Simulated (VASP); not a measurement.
BaHf3O2:

```
Ba Hf O
1.0
     3.57541    0.00000    0.00000
     0.00000    3.57541    0.00000
     0.00000    0.00000    8.96244
Ba Hf O
1 3 2
Direct
  0.00000 0.00000 0.50000
  0.50000 0.50000 0.80715
  0.50000 0.50000 0.19285
  0.00000 0.00000 0.00000
  0.00000 0.00000 0.18572
  0.00000 0.00000 0.81428
```

The cell was generated, and may not be a known phase.

```yaml
Program: VASP 6.6.1
Task: relaxation of cell and atoms
Functional: PBE
Potentials_or_basis: VASP PAW PBE potentials, release 64 (Ba_sv, Hf_pv, O)
Cutoff: 600 eV
k_mesh: 6 × 6 × 2
Occupations: gaussian, width 0.1 eV
Spin: no spin polarisation
```

At the start: pressure 28.8 GPa; volume 19.10 Å³/atom.

Problem. How do energy, volume and symmetry change on relaxing?

Solution. Over 23 steps the energy falls by 1277.3 meV/atom and the volume is 17.99 Å³/atom (-5.8 %); space group P4/mmm (No. 123, to 0.1 Å) before and after.

The path:
| step | energy change (eV) | largest force (eV/Å) | pressure (GPa) | volume (Å³) |
| --- | --- | --- | --- | --- |
| 1 | 0.0000 | 18.8318 | 28.85 | 114.57 |
| 2 | 0.1632 | 1.3047 | -22.07 | 169.59 |
| 3 | -1.9404 | 1.2083 | -20.23 | 158.84 |
| 4 | -3.0129 | 1.2151 | -19.16 | 152.19 |
| 5 | -5.2582 | 1.1551 | -15.27 | 133.61 |
| 6 | -5.7966 | 0.4295 | -9.19 | 124.15 |
| 7 | -5.7975 | 0.2148 | -8.07 | 123.11 |
| 8 | -5.7996 | 0.3249 | -8.62 | 123.61 |
| 9 | -6.8032 | 1.0583 | 1.40 | 108.73 |
| 10 | -6.8676 | 1.4207 | 5.75 | 104.84 |
| 11 | -7.4218 | 1.3567 | 7.11 | 103.80 |
| 12 | -7.4217 | 1.3102 | 7.42 | 103.71 |
| 13 | -7.5417 | 0.2080 | -5.50 | 114.51 |
| 14 | -7.6149 | 0.5362 | -1.13 | 110.23 |
| 15 | -7.6438 | 0.3062 | -0.60 | 109.44 |
| 16 | -7.6571 | 0.0918 | 0.22 | 108.34 |
| 17 | -7.6572 | 0.0787 | 0.16 | 108.42 |
| 18 | -7.6603 | 0.0879 | -0.36 | 108.59 |
| 19 | -7.6604 | 0.0899 | -0.46 | 108.62 |
| 20 | -7.6619 | 0.0889 | 0.20 | 107.85 |
| 21 | -7.6619 | 0.0892 | 0.15 | 107.94 |
| 22 | -7.6629 | 0.0586 | 0.04 | 107.94 |
| 23 | -7.6636 | 0.0200 | -0.10 | 107.93 |

Final structure:
```xyz
6
Lattice="3.1639 0.0000 0.0000 0.0000 3.1639 0.0000 0.0000 0.0000 10.7820" Properties=species:S:1:pos:R:3 pbc="T T T"
Ba    0.0000    0.0000    5.3910
Hf    1.5819    1.5819    8.5403
Hf    1.5819    1.5819    2.2417
Hf    0.0000    0.0000    0.0000
O     0.0000    0.0000    2.4461
O     0.0000    0.0000    8.3359
```

Caveat: a cell axis changed by over 15 % at a fixed basis, so the end point is rough.
